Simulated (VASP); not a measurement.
# Cu3N: single point with r2SCAN+D4

Crystal: Cu3N.

```xyz
4
Lattice="3.7744 0.0000 0.0000 0.0000 3.7744 0.0000 0.0000 0.0000 3.7744" Properties=species:S:1:pos:R:3 pbc="T T T"
Cu    1.8872    0.0000    0.0000
Cu    0.0000    1.8872    0.0000
Cu    0.0000    0.0000    1.8872
N     0.0000    0.0000    0.0000
```

```yaml
Program: VASP 6.6.1
Task: single point
Functional: r2SCAN
Dispersion: D4
Potentials_or_basis: VASP PAW PBE potentials, release 64 (Cu, N)
Cutoff: 660 eV
k_mesh: 8 × 8 × 8
Occupations: gaussian, width 0.05 eV
Spin: no spin polarisation
Dipole_correction: no
Further_INCAR_settings: ALGO = Normal; EDIFF = 1e-06; NBANDS = 27
```

```yaml
Pressure: 0.8 GPa
Band_gap_on_the_k_mesh: 0.21 eV (least direct gap 0.80 eV)
Dispersion_energy_per_atom: -0.137 eV
```

Levels at points of the mesh, in eV from the valence-band top:
| k point | band 15 | band 16 | band 17 | band 18 | band 19 | band 20 | band 21 | band 22 | band 23 | band 24 |
| --- | --- | --- | --- | --- | --- | --- | --- | --- | --- | --- |
| (0.00, 0.00, 0.00) | -2.56 | -2.02 | -2.02 | -2.02 | -1.94 | 1.23 | 5.78 | 5.78 | 7.05 | 7.05 |
| (0.50, 0.00, 0.00) | -2.55 | -2.35 | -2.02 | -1.54 | -1.54 | 1.89 | 3.58 | 7.46 | 7.62 | 7.62 |
| (0.50, 0.50, 0.00) | -2.50 | -2.33 | -1.16 | -1.16 | -0.76 | 0.21 | 4.07 | 5.22 | 5.22 | 8.69 |
| (0.50, 0.50, 0.50) | -2.05 | -2.05 | 0.00 | 0.00 | 0.00 | 0.90 | 0.90 | 0.90 | 6.34 | 8.78 |

It took 7.2 min on 1 thread of Oxide Virtual Turin-like Processor, on a shared host, peak memory 0.19 GiB.

Caveat: semilocal functionals underestimate gaps, and a narrow one can read as zero; the PAW data sets were made with another functional, which shifts forces and pressure a little. A k mesh can miss the band edges.
